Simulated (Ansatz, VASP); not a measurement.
One calculation of SiNi, two programs

```
Si Ni
1.0
     5.15409    0.00000    0.00000
     0.00000    3.37549    0.00000
     0.00000    0.00000    5.61971
Si Ni
4 4
Cartesian
  1.6557 2.5316 0.4725
  0.9213 0.8439 3.2824
  4.2328 2.5316 2.3374
  3.4984 0.8439 5.1472
  0.0424 0.8439 1.0592
  2.5347 2.5316 3.8691
  2.6194 0.8439 1.7506
  5.1117 2.5316 4.5605
```

Alike in both runs: task relaxation of cell and atoms; functional PBE; dispersion D3(BJ); k mesh 8 × 10 × 6; occupations gaussian, width 0.1 eV; no spin polarisation.

```csv
,VASP,Ansatz
version,VASP 6.6.1,Ansatz 0.2.0
potentials or method,"VASP PAW PBE potentials, release 64 (Si, Ni), cutoff 600 eV","scalar-relativistic, plane waves, PAW"
valence electrons in the cell,56,88
```

Ansatz gave:

| Quantity | Value |
| --- | --- |
| gap on the k mesh at the Fermi level, each at its own relaxed structure (eV) | none |
| relaxed volume (Å³/atom) | 11.80 |
| relaxed length of the cell vector where the two differ most in proportion (Å) | 3.342 |

**Question.** Which values does VASP return?

**Answer.** gap on the k mesh at the Fermi level, each at its own relaxed structure (eV): none; relaxed volume (Å³/atom): 11.80; relaxed length of the cell vector where the two differ most in proportion (Å): 3.340.

A gap of «none» marks a metal or a gap that the smearing closes. VASP's potentials hold 56 valence electrons a cell and Ansatz's 88, so a difference there can come from the potentials and not from the codes.
